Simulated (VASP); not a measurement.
# LiGeH3 (Pm-3m) in VASP: notebook

Runs on LiGeH3. Level: PBE. Tasks: single point, relaxation of cell and atoms.

Everything below comes from runs of VASP 6.6.1. Logs are shortened: lines on timing, memory, paths and dates and some standing lists are left out, and cuts for length are marked.

## 1. The cell of the first run

Symmetry: Pm-3m, No. 221, cubic system. The conventional cell has a = 3.490 Å, b = 3.490 Å, c = 3.490 Å, α = 90.00°, β = 90.00°, γ = 90.00°. Li (site symmetry m-3m) has 6 H at 1.74 Å within 2.3 Å. Ge (site symmetry m-3m) has 12 H at 2.47 Å and 8 Li at 3.02 Å within 3.3 Å. H (site symmetry 4/mmm) has 2 Li at 1.74 Å within 2.3 Å.

The cell was generated, and may not be a known phase.

## 2. Single point, PBE

Input file INCAR:

```
SYSTEM = LiGeH3
  PREC = Accurate
  ENCUT = 520
  EDIFF = 1E-7
  ISMEAR = 0
  SIGMA = 0.1
  LREAL = .FALSE.
  LASPH = .TRUE.
  NELM = 100
  ALGO = Normal
  ISIF = 2
  LWAVE = .FALSE.
  LCHARG = .TRUE.
  GGA = PE
  LELF = .TRUE.
  LVHAR = .TRUE.
  NBANDS = 18
```

Input file KPOINTS:

```
regular mesh
0
G
  10 10 10
  0 0 0
```

Input file POSCAR:

```
LiGeH3
1.0
    3.4895311523      0.0000000000      0.0000000000
    0.0000000000      3.4895311523      0.0000000000
    0.0000000000      0.0000000000      3.4895311523
Li Ge H
1 1 3
Direct
    0.5000000000      0.5000000000      0.5000000000
    0.0000000000      0.0000000000      0.0000000000
    0.0000000000      0.5000000000      0.5000000000
    0.5000000000      0.5000000000      0.0000000000
    0.5000000000      0.0000000000      0.5000000000
```

Potentials or basis: VASP PAW PBE potentials, release 64 (Li_sv, Ge_d, H).

Command:

```console
cat potpaw_PBE.64/Li_sv/POTCAR potpaw_PBE.64/Ge_d/POTCAR potpaw_PBE.64/H/POTCAR > POTCAR
mpirun -np 1 vasp_std > vasp.out
```

OUTCAR:

```text
SYSTEM = LiGeH3
   PREC = Accurate
   ENCUT = 520
   EDIFF = 1E-7
   ISMEAR = 0
   LREAL = .FALSE.
   LASPH = .TRUE.
   NELM = 100
   ISIF = 2
   GGA = PE

 ion  position               nearest neighbor table
   1  0.500  0.500  0.500-   3 1.74   4 1.74   5 1.74   4 1.74   5 1.74   3 1.74
   2  0.000  0.000  0.000-
   3  0.000  0.500  0.500-   1 1.74   1 1.74
   4  0.500  0.500  0.000-   1 1.74   1 1.74
   5  0.500  0.000  0.500-   1 1.74   1 1.74

  LATTYP: Found a simple cubic cell.
 ALAT       =     3.4895311523

  Lattice vectors:

 A1 = (   3.4895311523,   0.0000000000,   0.0000000000)
 A2 = (   0.0000000000,   3.4895311523,   0.0000000000)
 A3 = (   0.0000000000,   0.0000000000,   3.4895311523)

Analysis of symmetry for initial positions (statically):
=====================================================================
 Subroutine PRICEL returns:
 Original cell was already a primitive cell.

 Routine SETGRP: Setting up the symmetry group for a
 simple cubic supercell.

 Subroutine GETGRP returns: Found 48 space group operations
 (whereof 48 operations were pure point group operations)
 out of a pool of 48 trial point group operations.

The static configuration has the point symmetry O_h .

Analysis of symmetry for dynamics (positions and initial velocities):
=====================================================================
 Subroutine PRICEL returns:
 Original cell was already a primitive cell.

 Routine SETGRP: Setting up the symmetry group for a
 simple cubic supercell.

 Subroutine GETGRP returns: Found 48 space group operations
 (whereof 48 operations were pure point group operations)
 out of a pool of 48 trial point group operations.

The dynamic configuration has the point symmetry O_h .

 Subroutine INISYM returns: Found 48 space group operations
 (whereof 48 operations are pure point group operations),
 and found     1 'primitive' translations

----------------------------------------------------------------------------------------

                                     Primitive cell

  volume of cell :      42.4914

  direct lattice vectors                    reciprocal lattice vectors
     3.489531152  0.000000000  0.000000000     0.286571449  0.000000000  0.000000000
     0.000000000  3.489531152  0.000000000     0.000000000  0.286571449  0.000000000
     0.000000000  0.000000000  3.489531152     0.000000000  0.000000000  0.286571449

  length of vectors
     3.489531152  3.489531152  3.489531152     0.286571449  0.286571449  0.286571449

  position of ions in fractional coordinates (direct lattice)
     0.500000000  0.500000000  0.500000000
     0.000000000  0.000000000  0.000000000
     0.000000000  0.500000000  0.500000000
     0.500000000  0.500000000  0.000000000
     0.500000000  0.000000000  0.500000000

  ion indices of the primitive-cell ions
   primitive index   ion index
                 1           1
                 2           2
                 3           3
                 4           4
                 5           5

----------------------------------------------------------------------------------------

 KPOINTS: regular mesh

Automatic generation of k-mesh.
 Grid dimensions read from file:
 generate k-points for:   10   10   10

 Generating k-lattice:

  Cartesian coordinates                     Fractional coordinates (reciprocal lattice)
     0.028657145  0.000000000  0.000000000     0.100000000  0.000000000  0.000000000
     0.000000000  0.028657145  0.000000000     0.000000000  0.100000000  0.000000000
     0.000000000  0.000000000  0.028657145     0.000000000  0.000000000  0.100000000

  Length of vectors
     0.028657145  0.028657145  0.028657145

  Shift w.r.t. Gamma in fractional coordinates (k-lattice)
     0.000000000  0.000000000  0.000000000

 Subroutine IBZKPT returns following result:
 ===========================================

 Found     56 irreducible k-points:

 Following reciprocal coordinates:
            Coordinates               Weight
  0.000000  0.000000  0.000000      1.000000
  0.100000  0.000000  0.000000      6.000000
  0.200000  0.000000  0.000000      6.000000
  0.300000  0.000000  0.000000      6.000000
  0.400000  0.000000  0.000000      6.000000
  0.500000  0.000000  0.000000      3.000000
[... 16 lines left out ...]
  0.200000  0.100000  0.100000     24.000000
  0.300000  0.100000  0.100000     24.000000
 [... further k-points ...]
   k-points           NKPTS =     56   k-points in BZ     NKDIM =     56   number of bands    NBANDS=     18
   number of dos      NEDOS =    301   number of ions     NIONS =      5
   total plane-waves  NPLWV =  21952
   dimension x,y,z NGX =    28 NGY =   28 NGZ =   28
   dimension x,y,z NGXF=    56 NGYF=   56 NGZF=   56
   ions per type =               1   1   3
   NGX,Y,Z   is equivalent  to a cutoff of  13.34, 13.34, 13.34 a.u.
   NGXF,Y,Z  is equivalent  to a cutoff of  26.68, 26.68, 26.68 a.u.
 SYSTEM =  LiGeH3
   PREC   = accura    normal or accurate (medium, high low for compatibility)
   ISTART =      0    job   : 0-new  1-cont  2-samecut
   ICHARG =      2    charge: 1-file 2-atom 10-const
   ISPIN  =      1    spin polarized calculation?
   LNONCOLLINEAR =      F non collinear calculations
   LSORBIT =      F    spin-orbit coupling
   LASPH  =      T    aspherical Exc in radial PAW
   ENCUT  =  520.0 eV  38.22 Ry    6.18 a.u.   6.49  6.49  6.49*2*pi/ulx,y,z
   NELM   =    100;   NELMIN=  2; NELMDL= -5     # of ELM steps
   EDIFF  = 0.1E-06   stopping-criterion for ELM
   LREAL  =      F    real-space projection
   EDIFFG = 0.1E-05   stopping-criterion for IOM
   NSW    =      0    number of steps for IOM
   IBRION =     -1    ionic relax: 0-MD 1-quasi-New 2-CG
   NFREE  =      0    steps in history (QN), initial steepest desc. (CG)
   ISIF   =      2    stress and relaxation
   ISYM   =      2    0-nonsym 1-usesym 2-fastsym
   POTIM  = 0.5000    time-step for ionic-motion
   TEBEG  =    0.0;   TEEND  =   0.0 temperature during run
   PSTRESS=    0.0 pullay stress
   NELECT =      20.0000    total number of electrons
   NUPDOWN=      -1.0000    fix difference up-down
   EMIN   =  10.00;   EMAX   =-10.00  energy-range for DOS
   EFERMI =   0.00;   METHOD = LEGACY
   ISMEAR =     0;   SIGMA  =   0.10  broadening in eV -4-tet -1-fermi 0-gaus
   EFERMI_NEDOS =   21; number of points for ismear=-14 and -15
   IALGO  =     38    algorithm
   IMIX   =      4    mixing-type and parameters
     AMIX     =   0.40;   BMIX     =  1.00
     AMIX_MAG =   1.60;   BMIX_MAG =  1.00
  volume/ion in A,a.u.               =       8.50        57.35
  Fermi-wavevector in a.u.,A,eV,Ry     =   1.273457  2.406486 22.064482  1.621694
  Thomas-Fermi vector in A             =   2.406280
   LORBIT       =      0    0 simple, 1 ext, 2 COOP (PROOUT), +10 PAW based schemes
   GGA     = PE    functional components
   LHFCALC =     F    Hartree Fock is set to
   AEXX    =    0.0000 exact exchange contribution
   IVDW    =     0    specifies the selected vdW correction
   LEPSILON=     F    determine dielectric tensor
   LRPA    =     F    only Hartree local field effects (RPA)
 non-spin polarized calculation
 Gauss-broadening in eV      SIGMA  =   0.10
  energy-cutoff  :      520.00
  volume of cell :       42.49
 maximum number of plane-waves:      1189
 NGX is ok and might be reduce to    28
   NGX = 13   NGY = 13   NGZ = 13

 number of electron      19.9999998 magnetization

 Free energy of the ion-electron system (eV)
  ---------------------------------------------------
  ext. energy  EPLUGINS =         0.00000000
  ---------------------------------------------------
  free energy    TOTEN  =       -14.57019788 eV

  energy without entropy =      -14.56271157  energy(sigma->0) =      -14.56645473

 E-fermi :   3.1539     XC(G=0): -10.0742

 val. band max:        3.1480945033   @ k =   0.5000   0.4000   0.4000
 cond. band min:       3.1634381969   @ k =   0.3000   0.1000   0.0000
 fundamental gap:      0.0153436936
 Fermi energy:         3.1539177847

 k-point     1 :       0.0000    0.0000    0.0000
  band No.  band energies     occupation
      1     -41.2831      2.00000
      2     -21.7618      2.00000
      3     -21.7618      2.00000
      4     -21.7394      2.00000
      5     -21.7394      2.00000
      6     -21.7394      2.00000
[... 10 lines left out ...]
     17      15.5219      0.00000
     18      15.5219      0.00000

 k-point     2 :       0.1000    0.0000    0.0000
  band No.  band energies     occupation
      1     -41.2827      2.00000
      2     -21.7617      2.00000
      3     -21.7599      2.00000
      4     -21.7399      2.00000
      5     -21.7399      2.00000
      6     -21.7393      2.00000
[... 10 lines left out ...]
     17      14.7035      0.00000
     18      16.4009      0.00000

 k-point     3 :       0.2000    0.0000    0.0000
  band No.  band energies     occupation
      1     -41.2820      2.00000
      2     -21.7613      2.00000
      3     -21.7550      2.00000
      4     -21.7414      2.00000
      5     -21.7414      2.00000
      6     -21.7392      2.00000
[... 10 lines left out ...]
     17      13.5246      0.00000
     18      17.7706      0.00000

 k-point     4 :       0.3000    0.0000    0.0000
  band No.  band energies     occupation
      1     -41.2811      2.00000
      2     -21.7609      2.00000
      3     -21.7490      2.00000
      4     -21.7433      2.00000
      5     -21.7433      2.00000
      6     -21.7391      2.00000
[... 10 lines left out ...]
     17      14.1897      0.00000
     18      18.4946      0.00000

 k-point     5 :       0.4000    0.0000    0.0000
  band No.  band energies     occupation
      1     -41.2804      2.00000
      2     -21.7605      2.00000
      3     -21.7448      2.00000
      4     -21.7448      2.00000
      5     -21.7441      2.00000
      6     -21.7390      2.00000
[... 10 lines left out ...]
     17      15.9591      0.00000
     18      19.2543      0.00000

 k-point     6 :       0.5000    0.0000    0.0000
  band No.  band energies     occupation
      1     -41.2801      2.00000
      2     -21.7604      2.00000
      3     -21.7453      2.00000
      4     -21.7453      2.00000
      5     -21.7422      2.00000
      6     -21.7389      2.00000
[... 10 lines left out ...]
     17      17.5524      0.00000
     18      19.0735      0.00000

 k-point     7 :       0.1000    0.1000    0.0000
  band No.  band energies     occupation
      1     -41.2824      2.00000
      2     -21.7607      2.00000
      3     -21.7589      2.00000
      4     -21.7405      2.00000
      5     -21.7399      2.00000
      6     -21.7399      2.00000
[... 10 lines left out ...]
     17      15.0729      0.00000
     18      16.3830      0.00000

 k-point     8 :       0.2000    0.1000    0.0000
  band No.  band energies     occupation
      1     -41.2817      2.00000
      2     -21.7600      2.00000
      3     -21.7543      2.00000
      4     -21.7421      2.00000
      5     -21.7414      2.00000
      6     -21.7398      2.00000
[... 10 lines left out ...]
     17      14.3636      0.00000
     18      16.7982      0.00000
[... 229 lines left out ...]
     17      13.9646      0.00000
     18      15.2075      0.00000

 k-point    20 :       0.5000    0.4000    0.0000
  band No.  band energies     occupation
      1     -41.2777      2.00000
      2     -21.7525      2.00000
      3     -21.7512      2.00000
      4     -21.7447      2.00000
      5     -21.7441      2.00000
      6     -21.7324      2.00000
[... 10 lines left out ...]
     17      14.2133      0.00000
     18      14.3220      0.00000

 k-point    21 :       0.5000    0.5000    0.0000
  band No.  band energies     occupation
      1     -41.2774      2.00000
      2     -21.7533      2.00000
      3     -21.7507      2.00000
      4     -21.7447      2.00000
      5     -21.7447      2.00000
      6     -21.7310      2.00000
[... 10 lines left out ...]
     17      13.4950      0.00000
     18      14.4399      0.00000

 k-point    22 :       0.1000    0.1000    0.1000
  band No.  band energies     occupation
      1     -41.2822      2.00000
      2     -21.7588      2.00000
      3     -21.7588      2.00000
      4     -21.7405      2.00000
      5     -21.7405      2.00000
      6     -21.7405      2.00000
[... 10 lines left out ...]
     17      15.9561      0.00000
     18      15.9561      0.00000

 k-point    23 :       0.2000    0.1000    0.1000
  band No.  band energies     occupation
      1     -41.2814      2.00000
      2     -21.7584      2.00000
      3     -21.7539      2.00000
      4     -21.7420      2.00000
      5     -21.7420      2.00000
      6     -21.7403      2.00000
[... 10 lines left out ...]
     17      15.0348      0.00000
     18      16.5489      0.00000

 k-point    24 :       0.3000    0.1000    0.1000
  band No.  band energies     occupation
      1     -41.2806      2.00000
      2     -21.7580      2.00000
      3     -21.7478      2.00000
      4     -21.7439      2.00000
      5     -21.7439      2.00000
      6     -21.7402      2.00000
[... 10 lines left out ...]
     17      14.5100      0.00000
     18      16.2831      0.00000

 [... further k-points ...]

------------------------ aborting loop because EDIFF is reached ----------------------------------------

  FORCE on cell =-STRESS in cart. coord.  units (eV):
  Direction    XX          YY          ZZ          XY          YZ          ZX
  --------------------------------------------------------------------------------------
  -------------------------------------------------------------------------------------
  Total       -0.0295546     -0.0295546     -0.0295546     -0.0000000      0.0000000     -0.0000000
  in kB       -1.1143823     -1.1143823     -1.1143823     -0.0000000      0.0000000     -0.0000000
  external PRESSURE =      -1.1143823 kB  Pullay stress =       0.0000000 kB

 VOLUME and BASIS-vectors are now :
 -----------------------------------------------------------------------------
  energy-cutoff  :      520.00
  volume of cell :       42.49
      direct lattice vectors                 reciprocal lattice vectors
     3.489531152  0.000000000  0.000000000     0.286571449  0.000000000  0.000000000
     0.000000000  3.489531152  0.000000000     0.000000000  0.286571449  0.000000000
     0.000000000  0.000000000  3.489531152     0.000000000  0.000000000  0.286571449

 POSITION                                       TOTAL-FORCE (eV/Angst)
 -----------------------------------------------------------------------------------
      1.74477      1.74477      1.74477         0.000000      0.000000      0.000000
      0.00000      0.00000      0.00000         0.000000      0.000000      0.000000
      0.00000      1.74477      1.74477         0.000000      0.000000      0.000000
      1.74477      1.74477      0.00000         0.000000      0.000000      0.000000
      1.74477      0.00000      1.74477         0.000000      0.000000      0.000000
 -----------------------------------------------------------------------------------
    total drift:                               -0.000000      0.000000      0.000000

  FREE ENERGIE OF THE ION-ELECTRON SYSTEM (eV)
  ---------------------------------------------------
  free  energy   TOTEN  =       -14.5701978833 eV

  energy  without entropy=      -14.5627115712  energy(sigma->0) =      -14.56645473
```

Run time: 77 s. Hardware: 1 thread of Intel Xeon 8259CL, shared host; peak memory 0.18 GiB.

Results:

```
Free energy            : -14.5702 eV
Band gap on the k mesh : zero (bands 10 and 11 overlap by 1.49 eV)
```

Caveat: the cutoff is under 1.25 times the usual one of these potentials, so pressure, stress and relaxed cells hold a basis-set (Pulay) error.

(Part 1 of 3 ends here.)
